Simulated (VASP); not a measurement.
Set up this calculation in VASP 6.6.1, as the native input.

```
Task                   : single point
Functional             : PBEsol
Potentials or basis    : VASP PAW PBE potentials, release 64 (Pt, As)
Cutoff                 : 520 eV
k mesh                 : 12 × 12 × 12
Occupations            : gaussian, width 0.05 eV
Spin                   : no spin polarisation
Dipole correction      : no
Further INCAR settings : ALGO = Normal; EDIFF = 1e-06; NBANDS = 14
```

The structure of AsPt lies in POSCAR:

```
AsPt
1.0
    0.0000000000      2.8129469837      2.8129469837
    2.8129469837      0.0000000000      2.8129469837
    2.8129469837      2.8129469837      0.0000000000
Pt As
1 1
Direct
    0.0000000000      0.0000000000      0.0000000000
    0.2500000000      0.2500000000      0.2500000000
```

These files were run (other wordings do the same):

INCAR

```
ALGO = Normal ; EDIFF = 1E-6
ENCUT = 520 ; GGA = PS
ISIF = 2 ; ISMEAR = 0
LASPH = T ; LCHARG = F
LREAL = F ; LWAVE = F
NBANDS = 14 ; NELM = 60
PREC = Accurate ; SIGMA = 0.05
```

KPOINTS

```
k-points
0
Gamma
  12 12 12
```

Potentials or basis: VASP PAW PBE potentials, release 64 (Pt, As).

Command:

```bash
$ cat potpaw_PBE.64/Pt/POTCAR potpaw_PBE.64/As/POTCAR > POTCAR
$ mpirun -np 1 vasp_std > vasp.out
```

It gave:

The pressure is -4.5 GPa.

Caveat: the PAW data sets were made with another functional, which shifts forces and pressure a little.

Run time: 26 s on 1 thread of Intel(R) Xeon(R) 6975P-C (Granite Rapids) (shared host), peak memory 0.2 GiB.
